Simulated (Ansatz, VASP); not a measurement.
# Si2C3 in VASP and in Ansatz

```
CELL_PARAMETERS angstrom
3.52252 0.00000 0.00000
0.00000 3.52252 0.00000
0.00000 0.00000 6.14400
ATOMIC_POSITIONS crystal
Si 0.50000 0.50000 0.50000
Si 0.00000 0.00000 0.50000
C 0.00000 0.00000 0.00000
C 0.00000 0.00000 0.79022
C 0.00000 0.00000 0.20978
```

Alike in both runs: functional PBE; k mesh 5 × 5 × 3; occupations gaussian, width 0.2 eV; no spin polarisation.

Ansatz relaxed the structure, and its values are those at the end. VASP's run is a single point on that final structure, the one shown.

```csv
,VASP,Ansatz
version,VASP 6.6.1,Ansatz 0.2.0
potentials or method,"VASP PAW PBE potentials, release 64 (Si, C), cutoff 600 eV","scalar-relativistic, plane waves, PAW"
valence electrons in the cell,20,20
```

VASP gave:

```
gap on the k mesh at the Fermi level (eV) : none
pressure (GPa)                            : -0.1
rms of the force components (eV/Å)        : 0.017
```

What did Ansatz give for the same quantities?

gap on the k mesh at the Fermi level (eV): none; pressure (GPa): 0.1; rms of the force components (eV/Å): 0.001.

A gap of «none» marks a metal or a gap that the smearing closes. The functional is the same, so the differences come from potentials, cutoffs and numerics.
